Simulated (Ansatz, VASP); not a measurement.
## Ni: VASP beside Ansatz

```
CELL_PARAMETERS angstrom
2.42184 0.00000 0.00000
-1.21092 2.09737 0.00000
0.00000 0.00000 23.90970
ATOMIC_POSITIONS crystal
Ni 0.33333 0.16667 0.33566
Ni 0.66667 0.83333 0.41730
Ni 0.00000 0.50000 0.50000
Ni 0.33333 0.16667 0.58270
Ni 0.66667 0.83333 0.66434
```

Alike in both runs: functional LDA; k mesh 15 × 15 × 1; occupations fermi-dirac, width 0.1 eV; collinear spin.

Ansatz relaxed the structure, and its values are those at the end. VASP's run is a single point on that final structure, the one shown.

|  | VASP | Ansatz |
| --- | --- | --- |
| version | VASP 6.6.1 | Ansatz 0.2.0 |
| potentials or method | VASP PAW LDA potentials, release 64 (Ni) | PAW with Ansatz's default frozen-core files, scalar-relativistic |
| plane-wave cutoff (eV) | 520 | 420 |
| valence electrons in the cell | 50 | 90 |

```tsv
	VASP	Ansatz	Ansatz less VASP
rms of the force components (eV/Å)	0.003	0.002	-0.0016
net moment per atom (μB)	0.60	0.63	+0.028
size of the moment on the site where the two differ most (μB)	0.61	0.66	+0.054
```

LDA's correlation is that of Perdew and Zunger in VASP and of Perdew and Wang (1992) in Ansatz. Site moments also hang on the region over which each program counts them. VASP's potentials hold 50 valence electrons a cell and Ansatz's 90, so a difference there can come from the potentials and not from the codes. Ansatz's warnings: stress scf threshold loose.
